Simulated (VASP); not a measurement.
MnO2, 6 atoms in the cell. Symmetry: P4_2/mnm, No. 136, tetragonal system. The conventional cell has a = 4.400 Å, b = 4.400 Å, c = 2.867 Å, α = 90.00°, β = 90.00°, γ = 90.00°. Within 2.5 Å of Mn (site symmetry mmm) lie 6 O at 1.88 to 1.90 Å. O (site symmetry m2m) has 3 Mn at 1.88 to 1.90 Å and 1 O at 2.43 Å within 2.5 Å. 

| Quantity | Value |
| --- | --- |
| Program | VASP 6.6.1 |
| Task | single point |
| Functional | PBE |
| Potentials or basis | VASP PAW PBE potentials, release 64 (Mn_pv, O) |
| Cutoff | 520 eV |
| k mesh | 6 × 6 × 9 |
| Occupations | fermi-dirac, width 0.05 eV |
| Spin | collinear spin, ferromagnetic start |
| Starting moments | [4.0, 4.0, 0.0, 0.0, 0.0, 0.0] μB |
| Dipole correction | no |
| Further INCAR settings | ALGO = Normal; EDIFF = 1e-06; NBANDS = 38 |

Potentials or basis: VASP PAW PBE potentials, release 64 (Mn_pv, O).

Launch:

```bash
$ cat potpaw_PBE.64/Mn_pv/POTCAR potpaw_PBE.64/O/POTCAR > POTCAR
$ mpirun -np 1 vasp_std > vasp.out
```

Hardware: 1 thread of Intel(R) Xeon(R) Platinum 8259CL CPU @ 2.50GHz (Skylake/Cascade Lake), on a shared host.

Estimate the wall time of this run.

It took 2.8 min on 1 thread of Intel(R) Xeon(R) Platinum 8259CL CPU @ 2.50GHz (Skylake/Cascade Lake) (shared host), peak memory 0.29 GiB. Counts: scf iterations 17, k points 50.
